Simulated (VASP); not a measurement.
A run of VASP 6.6.1 is set up as follows.

File INCAR:

```
SYSTEM = As
PREC     = Accurate       ! precision mode
ENCUT    = 500            ! plane-wave cutoff, eV
EDIFF    = 1E-6           ! SCF threshold, eV
ISMEAR   = -1             ! smearing method
SIGMA    = 0.03           ! smearing width, eV
LREAL    = .False.        ! projectors in reciprocal space
LASPH    = .True.         ! aspherical terms in the spheres
NELM     = 120            ! most SCF steps
ALGO     = Normal         ! electronic algorithm
ISIF     = 2              ! what is computed and relaxed
LWAVE    = .False.        ! write WAVECAR
LCHARG   = .True.         ! write CHGCAR
LELF     = .True.         ! ELF
LVHAR    = .True.       
NBANDS   = 12             ! bands
GGA_COMPAT= .False.
```

File KPOINTS:

```
regular mesh
0
Gamma
  10 10 10
  0 0 0
```

File POSCAR:

```
As
1.0
    1.8799878575      1.0854114956      3.3276505507
   -1.8799878575      1.0854114956      3.3276505507
    0.0000000000     -2.1708229912      3.3276505507
As
2
Direct
    0.7695128170      0.7695128170      0.7695128170
    0.2304871830      0.2304871830      0.2304871830
```

Potentials or basis: VASP PAW LDA potentials, release 64 (As).

Command:

```sh
$ cat potpaw_LDA.64/As/POTCAR > POTCAR
$ mpirun -np 1 vasp_std > vasp.out
```

(1) Estimate the largest force.

(2) Predict the pressure.

(3) Estimate the band gap on the k mesh.

Results:

(1) 0.058 eV/Å.

(2) 0.5 GPa.

(3) zero (band 5 reaches 5.96 eV, above the bottom of band 6 at 5.74 eV).
